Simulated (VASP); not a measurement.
# TiO2 (P4_2/mnm) in VASP: notebook, part 2 of 2

VASP 6.6.1.

## Step 3: Single point, PBE+U

This run uses another cell than the first one: it holds 6 atoms, not 24.

INCAR reads:

```
SYSTEM = TiO2
PREC     = Accurate       ! precision mode
ENCUT    = 910            ! plane-wave cutoff, eV
EDIFF    = 1E-6           ! SCF threshold, eV
ISMEAR   = 0              ! smearing method
SIGMA    = 0.02           ! smearing width, eV
LREAL    = .FALSE.        ! projectors in reciprocal space
LASPH    = .TRUE.         ! aspherical terms in the spheres
NELM     = 200            ! most SCF steps
ALGO     = Normal         ! electronic algorithm
ISIF     = 2              ! what is computed and relaxed
LWAVE    = .FALSE.        ! write WAVECAR
LCHARG   = .TRUE.         ! write CHGCAR
LMAXMIX  = 4              ! l up to which the mixer works
LDAU     = .TRUE.         ! DFT+U
LDAUTYPE = 2            
LDAUL    = 2 -1           ! shell
LDAUU    = 4 0            ! U, eV
LDAUJ    = 0 0          
LDAUPRINT= 1            
GGA      = PE             ! functional
LELF     = .TRUE.         ! ELF
LVHAR    = .TRUE.       
NBANDS   = 33             ! bands
GGA_COMPAT= .FALSE.
```

KPOINTS reads:

```
regular mesh
0
G
  6 6 10
  0 0 0
```

POSCAR reads:

```
TiO2
1.0
    4.5940680237      0.0000000000      0.0000000000
    0.0000000000      4.5940680237      0.0000000000
    0.0000000000      0.0000000000      3.0962960783
Ti O
2 4
Direct
    0.5000000000      0.5000000000      0.0000000000
    0.0000000000      0.0000000000      0.5000000000
    0.6940232295      0.6940232295      0.5000000000
    0.8059767705      0.1940232295      0.0000000000
    0.1940232295      0.8059767705      0.0000000000
    0.3059767705      0.3059767705      0.5000000000
```

Potentials or basis: VASP PAW PBE potentials, release 64 (Ti_sv, O_h).

The run is started by

```bash
$ cat potpaw_PBE.64/Ti_sv/POTCAR potpaw_PBE.64/O_h/POTCAR > POTCAR
$ mpirun -np 1 vasp_std > vasp.out
```

OUTCAR:

```text
SYSTEM = TiO2
   PREC = Accurate
   ENCUT = 910
   EDIFF = 1E-6
   ISMEAR = 0
   LREAL = .FALSE.
   LASPH = .TRUE.
   NELM = 200
   ISIF = 2
   GGA = PE

 ion  position               nearest neighbor table
   1  0.500  0.500  0.000-   4 1.99   5 1.99   3 2.00   6 2.00   3 2.00   6 2.00
   2  0.000  0.000  0.500-   3 1.99   6 1.99   5 2.00   4 2.00   4 2.00   5 2.00
   3  0.694  0.694  0.500-   2 1.99   1 2.00   1 2.00
   4  0.806  0.194  0.000-   1 1.99   2 2.00   2 2.00
   5  0.194  0.806  0.000-   1 1.99   2 2.00   2 2.00
   6  0.306  0.306  0.500-   2 1.99   1 2.00   1 2.00

  LATTYP: Found a simple tetragonal cell.
 ALAT       =     4.5940680237
 C/A-ratio  =     0.6739769769

  Lattice vectors:

 A1 = (   4.5940680237,   0.0000000000,   0.0000000000)
 A2 = (   0.0000000000,   4.5940680237,   0.0000000000)
 A3 = (   0.0000000000,   0.0000000000,   3.0962960783)

Analysis of symmetry for initial positions (statically):
=====================================================================
 Subroutine PRICEL returns:
 Original cell was already a primitive cell.

 Routine SETGRP: Setting up the symmetry group for a
 simple tetragonal supercell.

 Subroutine GETGRP returns: Found 16 space group operations
 (whereof  8 operations were pure point group operations)
 out of a pool of 16 trial point group operations.

The static configuration has the point symmetry D_2h.
 The point group associated with its full space group is D_4h.

Analysis of symmetry for dynamics (positions and initial velocities):
[... 222 lines left out ...]
  o =  0.1006  v =  0.0000  0.0000  0.0000  0.0000  0.0000 -0.0000  0.0000 -0.0000  0.0000 -1.0000      0.0000  0.0000  0.0000  0.0000  0.0000  0.0000  0.0000  0.0000  0.0000  0.0000
  o =  0.1006  v = -0.0000  0.0000 -0.0000  0.0000 -1.0000  0.0000  0.0000  0.0000  0.0000  0.0000      0.0000  0.0000  0.0000  0.0000  0.0000  0.0000  0.0000  0.0000  0.0000  0.0000
  o =  0.2471  v =  0.8260 -0.0000 -0.5636  0.0000 -0.0000  0.0000  0.0000  0.0000  0.0000  0.0000      0.0000  0.0000  0.0000  0.0000  0.0000  0.0000  0.0000  0.0000  0.0000  0.0000
  o =  0.2471  v =  0.0000  0.0000  0.0000  0.0000  0.0000  0.8260 -0.0000 -0.5636  0.0000 -0.0000      0.0000  0.0000  0.0000  0.0000  0.0000  0.0000  0.0000  0.0000  0.0000  0.0000
  o =  0.2559  v = -0.0000 -0.7071  0.0000  0.7071  0.0000  0.0000  0.0000  0.0000  0.0000  0.0000      0.0000  0.0000  0.0000  0.0000  0.0000  0.0000  0.0000  0.0000  0.0000  0.0000
  o =  0.2559  v =  0.0000  0.0000  0.0000  0.0000  0.0000 -0.0000 -0.7071  0.0000  0.7071  0.0000      0.0000  0.0000  0.0000  0.0000  0.0000  0.0000  0.0000  0.0000  0.0000  0.0000

 number of electron      47.9999998 magnetization

 Free energy of the ion-electron system (eV)
  ---------------------------------------------------
  ext. energy  EPLUGINS =         0.00000000
  ---------------------------------------------------
  free energy    TOTEN  =       -48.44099481 eV

  energy without entropy =      -48.44099481  energy(sigma->0) =      -48.44099481

 E-fermi :   5.4901     XC(G=0): -11.2036

 val. band max:        5.2480592721   @ k =   0.0000   0.0000   0.0000
 cond. band min:       7.5166291912   @ k =   0.0000   0.0000   0.0000
 fundamental gap:      2.2685699191
 Fermi energy:         5.4901307198

 k-point     1 :       0.0000    0.0000    0.0000
  band No.  band energies     occupation
      1     -52.9937      2.00000
      2     -52.9804      2.00000
      3     -29.2100      2.00000
      4     -29.2100      2.00000
      5     -29.0770      2.00000
      6     -29.0770      2.00000
[... 853 lines left out ...]
     32      10.0972      0.00000
     33      11.2443      0.00000

 [... further k-points ...]

------------------------ aborting loop because EDIFF is reached ----------------------------------------

  FORCE on cell =-STRESS in cart. coord.  units (eV):
  Direction    XX          YY          ZZ          XY          YZ          ZX
  --------------------------------------------------------------------------------------
  -------------------------------------------------------------------------------------
  Total        1.3420774      1.3420774     -2.6057680     -0.0000000      0.0000000      0.0000000
  in kB       32.9041614     32.9041614    -63.8864860     -0.0000000      0.0000000      0.0000000
  external PRESSURE =       0.6406123 kB  Pullay stress =       0.0000000 kB

 VOLUME and BASIS-vectors are now :
 -----------------------------------------------------------------------------
  energy-cutoff  :      910.00
  volume of cell :       65.35
      direct lattice vectors                 reciprocal lattice vectors
     4.594068024  0.000000000  0.000000000     0.217672005  0.000000000  0.000000000
     0.000000000  4.594068024  0.000000000     0.000000000  0.217672005  0.000000000
     0.000000000  0.000000000  3.096296078     0.000000000  0.000000000  0.322966530

 POSITION                                       TOTAL-FORCE (eV/Angst)
 -----------------------------------------------------------------------------------
      2.29703      2.29703      0.00000         0.000000      0.000000      0.000000
      0.00000      0.00000      1.54815         0.000000      0.000000      0.000000
      3.18839      3.18839      1.54815         0.062943      0.062943      0.000000
      3.70271      0.89136      0.00000        -0.062943      0.062943      0.000000
      0.89136      3.70271      0.00000         0.062943     -0.062943     -0.000000
      1.40568      1.40568      1.54815        -0.062943     -0.062943     -0.000000
 -----------------------------------------------------------------------------------
    total drift:                               -0.000000     -0.000000      0.000000

  FREE ENERGIE OF THE ION-ELECTRON SYSTEM (eV)
  ---------------------------------------------------
  free  energy   TOTEN  =       -48.4409948148 eV

  energy  without entropy=      -48.4409948148  energy(sigma->0) =      -48.44099481
```

Wall time 2.9 min (1 thread of AMD EPYC 9R45 (Zen 5), shared host); peak memory 0.36 GiB.

What came out:

```yaml
Free_energy: -48.4410 eV
Pressure: 0.1 GPa
Largest_force: 0.089 eV/Å
Band_gap_on_the_k_mesh: 2.27 eV
```

Forces in eV/Å, atoms in the order of the input:
```
Ti   0.000  0.000  0.000
Ti   0.000  0.000  0.000
O    0.063  0.063  0.000
O   -0.063  0.063  0.000
O    0.063 -0.063  0.000
O   -0.063 -0.063  0.000
```

Levels at points of the mesh, in eV from the valence-band top:
| k point | band 20 | band 21 | band 22 | band 23 | band 24 | band 25 | band 26 | band 27 | band 28 | band 29 |
| --- | --- | --- | --- | --- | --- | --- | --- | --- | --- | --- |
| (0.00, 0.00, 0.00) | -2.37 | -0.94 | -0.47 | -0.47 | 0.00 | 2.27 | 2.55 | 2.65 | 2.71 | 2.71 |
| (0.50, 0.00, 0.00) | -2.99 | -1.89 | -1.89 | -0.75 | -0.75 | 2.85 | 2.85 | 3.25 | 3.25 | 3.65 |
| (0.50, 0.50, 0.00) | -1.88 | -1.62 | -1.62 | -1.08 | -1.08 | 2.30 | 2.30 | 2.74 | 2.74 | 3.87 |
| (0.00, 0.00, 0.50) | -2.54 | -2.32 | -2.32 | -1.42 | -1.42 | 3.20 | 3.20 | 3.24 | 3.24 | 3.88 |
| (0.50, 0.00, 0.50) | -2.53 | -1.93 | -1.93 | -1.04 | -1.04 | 2.27 | 2.27 | 3.28 | 3.28 | 4.02 |
| (0.50, 0.50, 0.50) | -2.50 | -1.20 | -1.20 | -0.70 | -0.70 | 2.87 | 2.87 | 3.28 | 3.28 | 3.48 |

Eigenvalues of the final occupation matrices:
| site | spin | trace | eigenvalues |
| --- | --- | --- | --- |
| site 1 d | 1 | 0.77 | 0.07 0.09 0.10 0.25 0.26 |
| site 1 d | 2 | 0.77 | 0.07 0.09 0.10 0.25 0.26 |
| site 2 d | 1 | 0.77 | 0.07 0.09 0.10 0.25 0.26 |
| site 2 d | 2 | 0.77 | 0.07 0.09 0.10 0.25 0.26 |

Caveat: the cutoff is under 1.25 times the usual one of these potentials, so pressure, stress and relaxed cells hold a basis-set (Pulay) error. A k mesh can miss the band edges.

## Step 4: Single point, PBE+U

This run uses another cell than the first one: it holds 6 atoms, not 24.

INCAR reads:

```
PREC = Accurate
ENCUT = 520
EDIFF = 1E-6
ISMEAR = 0
SIGMA = 0.02
LREAL = F
LASPH = T
NELM = 150
ALGO = Normal
ISIF = 2
LWAVE = F
LCHARG = F
LMAXMIX = 4
LDAU = T
LDAUTYPE = 2
LDAUL = 2 -1
LDAUU = 4 0
LDAUJ = 0 0
LDAUPRINT = 1
GGA = PE
NBANDS = 33
```

KPOINTS reads:

```
regular mesh
0
Gamma
  6 6 10
```

POSCAR reads:

```
TiO2
1.0
    4.6639986977      0.0000000000      0.0000000000
    0.0000000000      4.6639986977      0.0000000000
    0.0000000000      0.0000000000      2.9610210096
Ti O
2 4
Direct
    0.5000000000      0.5000000000      0.0000000000
    0.0000000000      0.0000000000      0.5000000000
    0.6946267256      0.6946267256      0.5000000000
    0.8053732744      0.1946267256      0.0000000000
    0.1946267256      0.8053732744      0.0000000000
    0.3053732744      0.3053732744      0.5000000000
```

Potentials or basis: VASP PAW PBE potentials, release 64 (Ti_sv, O).

The run is started by

```bash
$ cat potpaw_PBE.64/Ti_sv/POTCAR potpaw_PBE.64/O/POTCAR > POTCAR
$ mpirun -np 1 vasp_std > vasp.out
```

Run time: 3.2 min. Hardware: 1 thread of Intel Xeon 8259CL, shared host; peak memory 0.24 GiB.

The run converged. Its results:

```yaml
Free_energy: -48.4183 eV
Pressure: 6.0 GPa
Largest_force: 0.175 eV/Å
Band_gap_on_the_k_mesh: 2.32 eV (least direct gap 2.34 eV)
```

Forces in eV/Å, atoms in the order of the input:
```
Ti   0.000  0.000  0.000
Ti   0.000  0.000  0.000
O    0.124  0.124  0.000
O   -0.124  0.124  0.000
O    0.124 -0.124  0.000
O   -0.124 -0.124  0.000
```

Stress tensor (GPa, compression positive):
```
 3.84  0.00  0.00
 0.00  3.84  0.00
 0.00  0.00 10.42
```

Levels at points of the mesh, in eV from the valence-band top:
```tsv
k point	band 22	band 23	band 24	band 25	band 26	band 27
(0.00, 0.00, 0.00)	-0.50	-0.50	0.00	2.34	2.53	2.94
(0.50, 0.00, 0.00)	-1.57	-0.74	-0.74	2.93	2.93	3.46
(0.50, 0.50, 0.00)	-1.33	-1.14	-1.14	2.32	2.32	3.00
(0.00, 0.00, 0.50)	-2.16	-1.45	-1.45	3.34	3.34	3.72
(0.50, 0.00, 0.50)	-1.94	-1.03	-1.03	2.39	2.39	3.76
(0.50, 0.50, 0.50)	-1.16	-0.73	-0.73	3.01	3.01	3.57
```

Eigenvalues of the final occupation matrices:
| site | spin | trace | eigenvalues |
| --- | --- | --- | --- |
| site 1 d | 1 | 0.79 | 0.08 0.10 0.10 0.24 0.27 |
| site 1 d | 2 | 0.79 | 0.08 0.10 0.10 0.24 0.27 |
| site 2 d | 1 | 0.79 | 0.08 0.10 0.10 0.24 0.27 |
| site 2 d | 2 | 0.79 | 0.08 0.10 0.10 0.24 0.27 |

Caveat: the cell stands under pressure.

## Step 5: Single point, PBE+U

This run uses another cell than the first one: it holds 6 atoms, not 24.

INCAR reads:

```
  PREC = Accurate
  ENCUT = 520
  EDIFF = 1E-6
  ISMEAR = 0
  SIGMA = 0.02
  LREAL = False
  LASPH = True
  NELM = 150
  ALGO = Normal
  ISIF = 2
  LWAVE = False
  LCHARG = True
  LMAXMIX = 4
  LDAU = True
  LDAUTYPE = 2
  LDAUL = 2 -1
  LDAUU = 4 0
  LDAUJ = 0 0
  LDAUPRINT = 1
  GGA = PE
  LELF = True
  LVHAR = True
  NBANDS = 33
```

KPOINTS is that of step 4.

POSCAR reads:

```
TiO2
1.0
    4.6403500097      0.0000000000      0.0000000000
    0.0000000000      4.6403500097      0.0000000000
    0.0000000000      0.0000000000      3.0061127001
Ti O
2 4
Direct
    0.5000000000      0.5000000000      0.0000000000
    0.0000000000      0.0000000000      0.5000000000
    0.6943530392      0.6943530392      0.5000000000
    0.8056469608      0.1943530392      0.0000000000
    0.1943530392      0.8056469608      0.0000000000
    0.3056469608      0.3056469608      0.5000000000
```

Potentials or basis: VASP PAW PBE potentials, release 64 (Ti_sv, O).

The run is started by

```bash
$ cat potpaw_PBE.64/Ti_sv/POTCAR potpaw_PBE.64/O/POTCAR > POTCAR
$ mpirun -np 1 vasp_std > vasp.out
```

OUTCAR:

```text
PREC = Accurate
   ENCUT = 520
   EDIFF = 1E-6
   ISMEAR = 0
   LREAL = False
   LASPH = True
   NELM = 150
   ISIF = 2
   GGA = PE

 ion  position               nearest neighbor table
   1  0.500  0.500  0.000-   3 1.97   6 1.97   3 1.97   6 1.97   5 2.01   4 2.01
   2  0.000  0.000  0.500-   4 1.97   5 1.97   4 1.97   5 1.97   3 2.01   6 2.01
   3  0.694  0.694  0.500-   1 1.97   1 1.97   2 2.01
   4  0.806  0.194  0.000-   2 1.97   2 1.97   1 2.01
   5  0.194  0.806  0.000-   2 1.97   2 1.97   1 2.01
   6  0.306  0.306  0.500-   1 1.97   1 1.97   2 2.01
[... 1144 lines left out ...]
  -------------------------------------------------------------------------------------
  Total        1.5352565      1.5352565      1.8219052      0.0000000      0.0000000      0.0000000
  in kB       38.0001050     38.0001050     45.0951276      0.0000000      0.0000000      0.0000000
  external PRESSURE =      40.3651126 kB  Pullay stress =       0.0000000 kB

 VOLUME and BASIS-vectors are now :
 -----------------------------------------------------------------------------
  energy-cutoff  :      520.00
  volume of cell :       64.73
      direct lattice vectors                 reciprocal lattice vectors
     4.640350010  0.000000000  0.000000000     0.215500985  0.000000000  0.000000000
     0.000000000  4.640350010  0.000000000     0.000000000  0.215500985  0.000000000
     0.000000000  0.000000000  3.006112700     0.000000000  0.000000000  0.332655526

 POSITION                                       TOTAL-FORCE (eV/Angst)
 -----------------------------------------------------------------------------------
      2.32018      2.32018      0.00000        -0.000000      0.000000     -0.000000
      0.00000      0.00000      1.50306        -0.000000      0.000000     -0.000000
      3.22204      3.22204      1.50306         0.104589      0.104589     -0.000000
      3.73848      0.90187      0.00000        -0.104589      0.104589     -0.000000
      0.90187      3.73848      0.00000         0.104589     -0.104589     -0.000000
      1.41831      1.41831      1.50306        -0.104589     -0.104589      0.000000
 -----------------------------------------------------------------------------------
    total drift:                                0.000000      0.000000     -0.000000

  FREE ENERGIE OF THE ION-ELECTRON SYSTEM (eV)
  ---------------------------------------------------
  free  energy   TOTEN  =       -48.4472205659 eV

  energy  without entropy=      -48.4472205659  energy(sigma->0) =      -48.44722057
```

OSZICAR:

```text
N       E                     dE             d eps       ncg     rms          rms(c)
DAV:   1     0.675038573026E+03    0.67504E+03   -0.24437E+04  3960   0.172E+03
DAV:   2     0.350694786777E+02   -0.63997E+03   -0.59573E+03  4256   0.523E+02
DAV:   3    -0.620373093590E+02   -0.97107E+02   -0.95469E+02  5437   0.192E+02
DAV:   4    -0.678312017944E+02   -0.57939E+01   -0.57799E+01  5790   0.447E+01
DAV:   5    -0.681003122813E+02   -0.26911E+00   -0.26906E+00  5310   0.742E+00    0.309E+01
DAV:   6    -0.480717961140E+02    0.20029E+02   -0.81670E+01  5374   0.888E+01    0.908E+00
DAV:   7    -0.485225033329E+02   -0.45071E+00   -0.11262E+01  4997   0.237E+01    0.736E+00
DAV:   8    -0.484026113588E+02    0.11989E+00   -0.68271E-01  5507   0.742E+00    0.409E+00
DAV:   9    -0.484520072474E+02   -0.49396E-01   -0.45499E-01  4956   0.490E+00    0.116E+00
DAV:  10    -0.484533477493E+02   -0.13405E-02   -0.66155E-02  5320   0.183E+00    0.779E-01
DAV:  11    -0.484475098764E+02    0.58379E-02   -0.19300E-02  4938   0.185E+00    0.138E-01
DAV:  12    -0.484474137737E+02    0.96103E-04   -0.33668E-03  5416   0.553E-01    0.116E-01
DAV:  13    -0.484472202854E+02    0.19349E-03   -0.78261E-04  5439   0.229E-01    0.236E-02
DAV:  14    -0.484472232559E+02   -0.29705E-05   -0.71571E-05  4796   0.900E-02    0.203E-02
DAV:  15    -0.484472206281E+02    0.26277E-05   -0.12089E-05  4628   0.407E-02    0.298E-03
DAV:  16    -0.484472205659E+02    0.62179E-07   -0.11990E-06  2777   0.111E-02
   1 F= -.48447221E+02 E0= -.48447221E+02  d E =-.443680E-60
```

Wall time 3.4 min (1 thread of Intel Xeon 8259CL, shared host); peak memory 0.24 GiB.

Results:

- Free energy: -48.4472 eV
- Pressure: 4.0 GPa
- Largest force: 0.148 eV/Å
- Band gap on the k mesh: 2.31 eV

Forces in eV/Å, atoms in the order of the input:
```
Ti   0.000  0.000  0.000
Ti   0.000  0.000  0.000
O    0.105  0.105  0.000
O   -0.105  0.105  0.000
O    0.105 -0.105  0.000
O   -0.105 -0.105  0.000
```

Eigenvalues of the final occupation matrices:
| site | spin | trace | eigenvalues |
| --- | --- | --- | --- |
| site 1 d | 1 | 0.78 | 0.08 0.10 0.10 0.24 0.27 |
| site 1 d | 2 | 0.78 | 0.08 0.10 0.10 0.24 0.27 |
| site 2 d | 1 | 0.78 | 0.08 0.10 0.10 0.24 0.27 |
| site 2 d | 2 | 0.78 | 0.08 0.10 0.10 0.24 0.27 |

Caveat: the cell stands under pressure.

## Step 6: The runs side by side

```csv
potentials or basis,cell,k mesh,cutoff (eV),smearing,gap on the mesh (eV),pressure (GPa),largest force (eV/Å)
"VASP PAW PBE potentials, release 64 (Ti_sv, O)","a = 6.562, b = 6.562, c = 7.595 Å, angles 115.6, 115.6, 90.0°, 24 atoms, atomic positions A",2 × 2 × 2,520,gaussian 0.01 eV,2.30,4.1,0.15
"VASP PAW PBE potentials, release 64 (Ti_sv, O_h)","a = 4.594, b = 4.594, c = 3.096 Å, 6 atoms, atomic positions B",6 × 6 × 10,910,gaussian 0.02 eV,2.27,0.1,0.09
"VASP PAW PBE potentials, release 64 (Ti_sv, O)","a = 4.664, b = 4.664, c = 2.961 Å, 6 atoms, atomic positions B",6 × 6 × 10,520,gaussian 0.02 eV,2.32,6.0,0.18
"VASP PAW PBE potentials, release 64 (Ti_sv, O)","a = 4.640, b = 4.640, c = 3.006 Å, 6 atoms, atomic positions B",6 × 6 × 10,520,gaussian 0.02 eV,2.31,4.0,0.15
```

Alike in all rows: task single point; level PBE+U; no spin polarisation; Ti d U = 4.0 eV.

Caveats: some runs use coarse meshes; the cell stands under pressure (at least some runs); the cutoff is under 1.25 times the usual one of these potentials, so pressure, stress and relaxed cells hold a basis-set (Pulay) error (at least some runs).

Absolute energies hang on the potentials; compare differences alone.
